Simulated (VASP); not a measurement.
# S (Fm-3m) in VASP: further runs, part 2 of 2

VASP 6.6.1. The steps go on from the part before.

## 6. Single point, PBE (strained)

INCAR reads:

```
PREC     = Accurate       # precision mode
ENCUT    = 520            # plane-wave cutoff, eV
EDIFF    = 1E-7           # SCF threshold, eV
ISMEAR   = 0              # smearing method
SIGMA    = 0.1            # smearing width, eV
LREAL    = False          # projectors in reciprocal space
LASPH    = True           # aspherical terms in the spheres
NELM     = 80             # most SCF steps
ALGO     = Normal         # electronic algorithm
ISIF     = 2              # what is computed and relaxed
LWAVE    = False          # write WAVECAR
LCHARG   = True           # write CHGCAR
GGA      = PE             # functional
LELF     = True           # ELF
LVHAR    = True         
NBANDS   = 9              # bands
```

KPOINTS reads:

```
regular mesh
0
Gamma
  18 18 18
```

POSCAR reads:

```
S
1.0
    0.0000000000      1.9901821518      1.9901821518
    1.9901821518      0.0000000000      1.9901821518
    1.9901821518      1.9901821518      0.0000000000
S
1
Direct
    0.0000000000      0.0000000000      0.0000000000
```

Potentials or basis: VASP PAW PBE potentials, release 64 (S).

On the command line:

```
$ cat potpaw_PBE.64/S/POTCAR > POTCAR
$ mpirun -np 1 vasp_std > vasp.out
```

OUTCAR:

```text
PREC = Accurate
   ENCUT = 520
   EDIFF = 1E-7
   ISMEAR = 0
   LREAL = False
   LASPH = True
   NELM = 80
   ISIF = 2
   GGA = PE

 ion  position               nearest neighbor table
   1  0.000  0.000  0.000-

  LATTYP: Found a face centered cubic cell.
 ALAT       =     3.9803643036

  Lattice vectors:

 A1 = (   0.0000000000,   1.9901821518,   1.9901821518)
 A2 = (   1.9901821518,   0.0000000000,   1.9901821518)
 A3 = (   1.9901821518,   1.9901821518,   0.0000000000)

Analysis of symmetry for initial positions (statically):
=====================================================================
 Subroutine PRICEL returns:
 Original cell was already a primitive cell.

 Routine SETGRP: Setting up the symmetry group for a
 face centered cubic supercell.

 Subroutine GETGRP returns: Found 48 space group operations
 (whereof 48 operations were pure point group operations)
 out of a pool of 48 trial point group operations.

The static configuration has the point symmetry O_h .

Analysis of symmetry for dynamics (positions and initial velocities):
=====================================================================
 Subroutine PRICEL returns:
 Original cell was already a primitive cell.

 Routine SETGRP: Setting up the symmetry group for a
 face centered cubic supercell.

 Subroutine GETGRP returns: Found 48 space group operations
 (whereof 48 operations were pure point group operations)
 out of a pool of 48 trial point group operations.

The dynamic configuration has the point symmetry O_h .

 Subroutine INISYM returns: Found 48 space group operations
 (whereof 48 operations are pure point group operations),
 and found     1 'primitive' translations

----------------------------------------------------------------------------------------

                                     Primitive cell

  volume of cell :      15.7655

  direct lattice vectors                    reciprocal lattice vectors
     0.000000000  1.990182152  1.990182152    -0.251233285  0.251233285  0.251233285
     1.990182152  0.000000000  1.990182152     0.251233285 -0.251233285  0.251233285
     1.990182152  1.990182152  0.000000000     0.251233285  0.251233285 -0.251233285

  length of vectors
     2.814542591  2.814542591  2.814542591     0.435148814  0.435148814  0.435148814

  position of ions in fractional coordinates (direct lattice)
     0.000000000  0.000000000  0.000000000

  ion indices of the primitive-cell ions
   primitive index   ion index
                 1           1

----------------------------------------------------------------------------------------

 KPOINTS: regular mesh

Automatic generation of k-mesh.
 Grid dimensions read from file:
 generate k-points for:   18   18   18

 Generating k-lattice:

  Cartesian coordinates                     Fractional coordinates (reciprocal lattice)
    -0.013957405  0.013957405  0.013957405     0.055555556  0.000000000  0.000000000
     0.013957405 -0.013957405  0.013957405     0.000000000  0.055555556  0.000000000
     0.013957405  0.013957405 -0.013957405     0.000000000  0.000000000  0.055555556

  Length of vectors
     0.024174934  0.024174934  0.024174934

  Shift w.r.t. Gamma in fractional coordinates (k-lattice)
     0.000000000  0.000000000  0.000000000

 Subroutine IBZKPT returns following result:
 ===========================================

 Found    195 irreducible k-points:

 Following reciprocal coordinates:
            Coordinates               Weight
  0.000000  0.000000  0.000000      1.000000
  0.055556  0.000000  0.000000      8.000000
  0.111111  0.000000  0.000000      8.000000
  0.166667  0.000000  0.000000      8.000000
  0.222222  0.000000  0.000000      8.000000
  0.277778  0.000000  0.000000      8.000000
[... 16 lines left out ...]
 -0.277778  0.055556  0.000000     24.000000
 -0.222222  0.055556  0.000000     24.000000
 [... further k-points ...]
   k-points           NKPTS =    195   k-points in BZ     NKDIM =    195   number of bands    NBANDS=      9
   number of dos      NEDOS =    301   number of ions     NIONS =      1
   total plane-waves  NPLWV =  13824
   dimension x,y,z NGX =    24 NGY =   24 NGZ =   24
   dimension x,y,z NGXF=    48 NGYF=   48 NGZF=   48
   ions per type =               1
   NGX,Y,Z   is equivalent  to a cutoff of  14.18, 14.18, 14.18 a.u.
   NGXF,Y,Z  is equivalent  to a cutoff of  28.35, 28.35, 28.35 a.u.
 SYSTEM =  unknown system
   PREC   = accura    normal or accurate (medium, high low for compatibility)
   ISTART =      0    job   : 0-new  1-cont  2-samecut
   ICHARG =      2    charge: 1-file 2-atom 10-const
   ISPIN  =      1    spin polarized calculation?
   LNONCOLLINEAR =      F non collinear calculations
   LSORBIT =      F    spin-orbit coupling
   LASPH  =      T    aspherical Exc in radial PAW
   ENCUT  =  520.0 eV  38.22 Ry    6.18 a.u.   5.23  5.23  5.23*2*pi/ulx,y,z
   NELM   =     80;   NELMIN=  2; NELMDL= -5     # of ELM steps
   EDIFF  = 0.1E-06   stopping-criterion for ELM
   LREAL  =      F    real-space projection
   EDIFFG = 0.1E-05   stopping-criterion for IOM
   NSW    =      0    number of steps for IOM
   IBRION =     -1    ionic relax: 0-MD 1-quasi-New 2-CG
   NFREE  =      0    steps in history (QN), initial steepest desc. (CG)
   ISIF   =      2    stress and relaxation
   ISYM   =      2    0-nonsym 1-usesym 2-fastsym
   POTIM  = 0.5000    time-step for ionic-motion
   TEBEG  =    0.0;   TEEND  =   0.0 temperature during run
   PSTRESS=    0.0 pullay stress
   NELECT =       6.0000    total number of electrons
   NUPDOWN=      -1.0000    fix difference up-down
   EMIN   =  10.00;   EMAX   =-10.00  energy-range for DOS
   EFERMI =   0.00;   METHOD = LEGACY
   ISMEAR =     0;   SIGMA  =   0.10  broadening in eV -4-tet -1-fermi 0-gaus
   EFERMI_NEDOS =   21; number of points for ismear=-14 and -15
   IALGO  =     38    algorithm
   IMIX   =      4    mixing-type and parameters
     AMIX     =   0.40;   BMIX     =  1.00
     AMIX_MAG =   1.60;   BMIX_MAG =  1.00
  volume/ion in A,a.u.               =      15.77       106.39
  Fermi-wavevector in a.u.,A,eV,Ry     =   1.186376  2.241926 19.150043  1.407488
  Thomas-Fermi vector in A             =   2.322550
   LORBIT       =      0    0 simple, 1 ext, 2 COOP (PROOUT), +10 PAW based schemes
   GGA     = PE    functional components
   LHFCALC =     F    Hartree Fock is set to
   AEXX    =    0.0000 exact exchange contribution
   IVDW    =     0    specifies the selected vdW correction
   LEPSILON=     F    determine dielectric tensor
   LRPA    =     F    only Hartree local field effects (RPA)
 non-spin polarized calculation
 Gauss-broadening in eV      SIGMA  =   0.10
  energy-cutoff  :      520.00
  volume of cell :       15.77
 maximum number of plane-waves:       444
 NGX is ok and might be reduce to    24
   NGX = 11   NGY = 11   NGZ = 11

 number of electron       5.9999999 magnetization

 Free energy of the ion-electron system (eV)
  ---------------------------------------------------
  ext. energy  EPLUGINS =         0.00000000
  ---------------------------------------------------
  free energy    TOTEN  =        -2.82929381 eV

  energy without entropy =       -2.82457028  energy(sigma->0) =       -2.82693205

 E-fermi :   7.5328     XC(G=0): -11.1971

 val. band max:        7.5026056063   @ k =  -0.4444   0.2778   0.1111
 cond. band min:       7.5368201982   @ k =   0.3889   0.2778   0.0000
 fundamental gap:      0.0342145919
 Fermi energy:         7.5328321294

 k-point     1 :       0.0000    0.0000    0.0000
  band No.  band energies     occupation
      1      -9.2478      2.00000
      2      10.7229      0.00000
      3      10.7229      0.00000
      4      10.7229      0.00000
      5      19.6253      0.00000
      6      19.6253      0.00000
      7      19.6253      0.00000
      8      21.9585      0.00000
      9      24.9722      0.00000

 k-point     2 :       0.0556    0.0000    0.0000
  band No.  band energies     occupation
      1      -9.1744      2.00000
      2      10.3022      0.00000
      3      10.6670      0.00000
      4      10.6670      0.00000
      5      19.4846      0.00000
      6      19.7552      0.00000
      7      19.7552      0.00000
      8      22.2031      0.00000
      9      24.7366      0.00000
[... 253 lines left out ...]
 k-point    24 :      -0.2222    0.0556    0.0000
  band No.  band energies     occupation
      1      -7.8428      2.00000
      2       5.5479      2.00000
      3       9.3536      0.00000
      4      10.2291      0.00000
      5      18.1866      0.00000
      6      20.2295      0.00000
      7      20.3538      0.00000
      8      23.4060      0.00000
      9      23.9435      0.00000

 [... further k-points ...]
[... 5 lines left out ...]
  --------------------------------------------------------------------------------------
  -------------------------------------------------------------------------------------
  Total        0.0346426      0.0346426      0.0346426     -0.0000000      0.0000000      0.0000000
  in kB        3.5205704      3.5205704      3.5205704     -0.0000000      0.0000000      0.0000000
  external PRESSURE =       3.5205704 kB  Pullay stress =       0.0000000 kB

 VOLUME and BASIS-vectors are now :
 -----------------------------------------------------------------------------
  energy-cutoff  :      520.00
  volume of cell :       15.77
      direct lattice vectors                 reciprocal lattice vectors
     0.000000000  1.990182152  1.990182152    -0.251233285  0.251233285  0.251233285
     1.990182152  0.000000000  1.990182152     0.251233285 -0.251233285  0.251233285
     1.990182152  1.990182152  0.000000000     0.251233285  0.251233285 -0.251233285

 POSITION                                       TOTAL-FORCE (eV/Angst)
 -----------------------------------------------------------------------------------
      0.00000      0.00000      0.00000        -0.000000      0.000000      0.000000
 -----------------------------------------------------------------------------------
    total drift:                                0.000000     -0.000000      0.000000

  FREE ENERGIE OF THE ION-ELECTRON SYSTEM (eV)
  ---------------------------------------------------
  free  energy   TOTEN  =        -2.8292938146 eV

  energy  without entropy=       -2.8245702810  energy(sigma->0) =       -2.82693205
```

Run time: 12 s. Hardware: 1 thread of Intel Xeon 6975P-C (Granite Rapids), shared host; peak memory 0.14 GiB.

What came out:

```
Free energy            : -2.8293 eV
Pressure               : 0.4 GPa
Band gap on the k mesh : zero (band 3 reaches 10.72 eV, above the bottom of band 4 at 5.01 eV)
```

Levels at points of the mesh, in eV from the Fermi level:
```
           k point  band 1  band 2  band 3  band 4  band 5  band 6  band 7
(0.00, 0.00, 0.00)  -16.78    3.19    3.19    3.19   12.09   12.09   12.09
(0.50, 0.00, 0.00)  -12.66   -7.47    1.89    1.89    9.44   11.31   11.31
(0.50, 0.50, 0.00)  -11.00   -6.47   -0.86   -0.86    5.35    5.86   21.87
```

Caveat: the cell differs from its parent crystal (strained).

## 7. The runs side by side

```csv
level,cell,gap on the mesh (eV),pressure (GPa)
PBE,"a = 2.830 Å, angles 60.0°, 1 atom",none,-1.0
PBE,"a = 2.884 Å, angles 60.0°, 1 atom",none,-4.7
PBE,"a = 2.889 Å, angles 60.0°, 1 atom",none,-4.9
r2SCAN,"a = 2.844 Å, angles 60.0°, 1 atom",none,-1.4
PBE,"a = 2.815 Å, angles 60.0°, 1 atom",none,0.4
```

Alike in all rows: task single point; potentials or basis VASP PAW PBE potentials, release 64 (S); no spin polarisation; k mesh 18 × 18 × 18; cutoff (eV) 520; smearing gaussian 0.1 eV.

Caveats: the PAW data sets were made with another functional, which shifts forces and pressure a little (some runs).

Absolute energies hang on the potentials; compare differences alone.
